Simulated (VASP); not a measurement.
**Se: density of states with LDA**

Se:

```
CELL_PARAMETERS angstrom
2.12208 0.00000 0.00000
0.00000 2.12208 0.00000
0.00000 0.00000 2.12208
ATOMIC_POSITIONS crystal
Se 0.00000 0.00000 0.00000
```

This cell differs from its parent crystal: volume scaled by 0.45.

```json
{"Program": "VASP 6.6.1", "Task": "density of states", "Functional": "LDA", "Potentials or basis": "VASP PAW LDA potentials, release 64 (Se)", "Cutoff": "520 eV", "k mesh": "13 × 13 × 13", "Occupations": "fermi-dirac, width 0.08 eV", "Spin": "no spin polarisation", "Dipole correction": "no", "k mesh for the DOS": "20 × 20 × 20", "Occupations for the DOS": "tetrahedron", "Further INCAR settings": "ALGO = Normal; EDIFF = 1e-06"}
```

```yaml
Valence_electrons_inside_the_program's_atomic_spheres: Se 4.84
```

Levels at points of the mesh, in eV from the Fermi level:
```csv
k point,band 1,band 2,band 3,band 4,band 5,band 6,band 7
"(0.00, 0.00, 0.00)",-27.93,3.41,3.41,3.41,6.42,6.42,15.08
"(0.50, 0.00, 0.00)",-21.04,-17.63,8.92,8.92,11.13,16.28,16.41
"(0.50, 0.50, 0.00)",-13.24,-12.38,-12.38,-4.05,14.83,21.22,21.22
"(0.50, 0.50, 0.50)",-7.35,-7.35,-7.35,-2.91,1.77,1.77,1.77
```

Run time: 4.8 s on 1 thread of Intel(R) Xeon(R) 6975P-C (Granite Rapids) (shared host), peak memory 0.13 GiB.
